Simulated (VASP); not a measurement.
# Mg2C3 (C2/m) in VASP: a series of runs, part 3 of 3

VASP 6.6.1. Earlier steps stand in the parts before.

## (5) Single point, r2SCAN

Input file POSCAR:

```
Mg2C3
1.0
    2.3946202730     -2.3394301392     -0.0014093261
    2.3946202730      2.3394301392     -0.0014093261
   -1.2192831158      0.0000000000      4.8336831727
Mg C
2 3
Direct
    0.8088325532      0.8088325532      0.1995457000
    0.1911674468      0.1911674468      0.8004543000
    0.3022544289      0.3022544289      0.2625601109
    0.6977455711      0.6977455711      0.7374398891
    0.5000000000      0.5000000000      0.5000000000
```

Input file INCAR.step1:

```
PREC = Accurate
ENCUT = 750
ISMEAR = 0
SIGMA = 0.1
LREAL = False
LASPH = True
NELM = 120
NBANDS = 24
GGA = PE
ALGO = Normal
EDIFF = 1E-5
LWAVE = True
LCHARG = False
GGA_COMPAT = False
```

Input file INCAR.step2:

```
PREC = Accurate
ENCUT = 750
EDIFF = 1E-6
ISMEAR = 0
SIGMA = 0.1
LREAL = False
LASPH = True
NELM = 120
ALGO = Normal
ISIF = 2
LWAVE = False
LCHARG = True
METAGGA = R2SCAN
LMIXTAU = True
LELF = True
LVHAR = True
NBANDS = 24
ISTART = 1
GGA_COMPAT = False
```

Input file KPOINTS:

```
Automatic mesh
0
Gamma
  6 6 4
```

Potentials or basis: VASP PAW PBE potentials, release 64 (Mg_sv, C).

Launch:

```
cat potpaw_PBE.64/Mg_sv/POTCAR potpaw_PBE.64/C/POTCAR > POTCAR
cp INCAR.step1 INCAR
mpirun -np 1 vasp_std > vasp.out
cp INCAR.step2 INCAR
mpirun -np 1 vasp_std > vasp.out
```

OUTCAR:

```text
PREC = Accurate
   ENCUT = 750
   EDIFF = 1E-6
   ISMEAR = 0
   LREAL = False
   LASPH = True
   NELM = 120
   ISIF = 2
   METAGGA = R2SCAN
   ISTART = 1

 ion  position               nearest neighbor table
   1  0.809  0.809  0.200-
   2  0.191  0.191  0.800-
   3  0.302  0.302  0.263-   5 1.32
   4  0.698  0.698  0.737-   5 1.32
   5  0.500  0.500  0.500-   3 1.32   4 1.32

  LATTYP: Found a base centered monoclinic cell.
 ALAT       =     4.7892413754
 B/A-ratio  =     0.9769522794
[... 843 lines left out ...]
     24      15.7719      0.00000

 [... further k-points ...]
[... 5 lines left out ...]
  --------------------------------------------------------------------------------------
  -------------------------------------------------------------------------------------
  Total       -0.0924269     -0.1396475      0.0995470      0.0000000      0.0000000      0.1092567
  in kB       -2.7347561     -4.1319339      2.9454263      0.0000000      0.0000000      3.2327212
  external PRESSURE =      -1.3070879 kB  Pullay stress =       0.0000000 kB

 VOLUME and BASIS-vectors are now :
 -----------------------------------------------------------------------------
  energy-cutoff  :      750.00
  volume of cell :       54.15
      direct lattice vectors                 reciprocal lattice vectors
     2.394620273 -2.339430139 -0.001409326     0.208832375 -0.213727263  0.052677385
     2.394620273  2.339430139 -0.001409326     0.208832375  0.213727263  0.052677385
    -1.219283116  0.000000000  4.833683173     0.000121776  0.000000000  0.206912295

 POSITION                                       TOTAL-FORCE (eV/Angst)
 -----------------------------------------------------------------------------------
      3.63039      0.00000      0.96226         0.005156      0.000000     -0.058953
     -0.06043      0.00000      3.86860        -0.005156      0.000000      0.058953
      1.12743      0.00000      1.26828        -0.024974      0.000000     -0.090456
      2.44252      0.00000      3.56258         0.024974      0.000000      0.090456
      1.78498      0.00000      2.41543         0.000000      0.000000     -0.000000
 -----------------------------------------------------------------------------------
    total drift:                                0.000000      0.000000     -0.000000

  FREE ENERGIE OF THE ION-ELECTRON SYSTEM (eV)
  ---------------------------------------------------
  free  energy   TOTEN  =       -37.6925573095 eV

  energy  without entropy=      -37.6925573095  energy(sigma->0) =      -37.69255731
```

OUTCAR.step1:

```text
PREC = Accurate
   ENCUT = 750
   ISMEAR = 0
   LREAL = False
   LASPH = True
[... 883 lines left out ...]
     -0.06043      0.00000      3.86860        -0.023753      0.000000      0.043639
      1.12743      0.00000      1.26828        -0.229154      0.000000     -0.335713
      2.44252      0.00000      3.56258         0.229154      0.000000      0.335713
      1.78498      0.00000      2.41543        -0.000000      0.000000      0.000000
 -----------------------------------------------------------------------------------
    total drift:                                0.000000      0.000000     -0.000000

  FREE ENERGIE OF THE ION-ELECTRON SYSTEM (eV)
  ---------------------------------------------------
  free  energy   TOTEN  =       -29.6218832455 eV

  energy  without entropy=      -29.6218832455  energy(sigma->0) =      -29.62188325
```

OSZICAR.step1:

```text
N       E                     dE             d eps       ncg     rms          rms(c)
DAV:   1     0.354151382092E+03    0.35415E+03   -0.23765E+04  2304   0.188E+03
DAV:   2     0.103098166489E+01   -0.35312E+03   -0.33692E+03  2608   0.513E+02
DAV:   3    -0.305028544515E+02   -0.31534E+02   -0.31062E+02  3728   0.116E+02
DAV:   4    -0.337587578589E+02   -0.32559E+01   -0.32388E+01  2872   0.344E+01
DAV:   5    -0.339689634372E+02   -0.21021E+00   -0.21020E+00  3160   0.560E+00    0.118E+01
DAV:   6    -0.299081295918E+02    0.40608E+01   -0.61162E+00  2792   0.128E+01    0.502E+00
DAV:   7    -0.296321571564E+02    0.27597E+00   -0.15770E+00  3072   0.639E+00    0.233E+00
DAV:   8    -0.296233770583E+02    0.87801E-02   -0.15544E-01  2656   0.243E+00    0.427E-01
DAV:   9    -0.296215353487E+02    0.18417E-02   -0.85106E-03  2880   0.676E-01    0.138E-01
DAV:  10    -0.296218451588E+02   -0.30981E-03   -0.17032E-03  2912   0.268E-01    0.761E-02
DAV:  11    -0.296218836488E+02   -0.38490E-04   -0.15845E-04  2832   0.102E-01    0.200E-02
DAV:  12    -0.296218832455E+02    0.40327E-06   -0.40210E-05  2584   0.476E-02
   1 F= -.29621883E+02 E0= -.29621883E+02  d E =-.100220E-23
```

It took 7.6 min on 1 thread of Intel Xeon Platinum 8375C at 2.90GHz (Ice Lake), shared host; peak memory 0.25 GiB.

Results:

- Free energy: -37.6926 eV
- Pressure: -0.1 GPa
- Largest force: 0.094 eV/Å
- Band gap on the k mesh: 1.97 eV (least direct gap 2.74 eV)

Forces on the atoms (eV/Å):
```
Mg   0.005  0.000 -0.059
Mg  -0.005  0.000  0.059
C   -0.025  0.000 -0.090
C    0.025  0.000  0.090
C    0.000  0.000  0.000
```

Caveat: the PAW data sets were made with another functional, which shifts forces and pressure a little. A k mesh can miss the band edges.

## (6) Summary

```tsv
task	potentials or basis	cell	k mesh	cutoff (eV)	smearing	mended	gap on the mesh (eV)	pressure (GPa)	largest force (eV/Å)
single point	VASP PAW PBE potentials, release 64 (Mg, C)	a = 3.342, b = 3.342, c = 5.011 Å, angles 100.2, 100.2, 88.8°, 5 atoms, atomic positions A	8 × 8 × 6	520	gaussian 0.02 eV	-	1.87	-0.3	0.11
relaxation of cell and atoms	VASP PAW PBE potentials, release 64 (Mg, C)	relaxed from a = 3.370, b = 3.370, c = 4.987 Å, angles 100.2, 100.2, 88.4°, 5 atoms, atomic positions B	6 × 6 × 4	600	gaussian 0.1 eV	-	2.04	-0.1	0.04
single point	VASP PAW PBE potentials, release 64 (Mg_sv, C)	a = 3.348, b = 3.348, c = 4.985 Å, angles 100.1, 100.1, 88.7°, 5 atoms, atomic positions C	6 × 6 × 4	660	gaussian 0.1 eV	-	1.97	-0.1	0.10
single point	VASP PAW PBE potentials, release 64 (Mg_sv, C)	a = 3.348, b = 3.348, c = 4.985 Å, angles 100.1, 100.1, 88.7°, 5 atoms, atomic positions C	6 × 6 × 4	750	gaussian 0.1 eV	yes	1.97	-0.1	0.09
```

Alike in all rows: level r2SCAN; no spin polarisation.

Caveats: the PAW data sets were made with another functional, which shifts forces and pressure a little; the relaxation stopped at a loose force limit of 0.05 eV/Å, so its end isn't a converged minimum (at least some runs).

Total energies depend on the potentials used, so only differences within one code and one set of settings carry meaning.
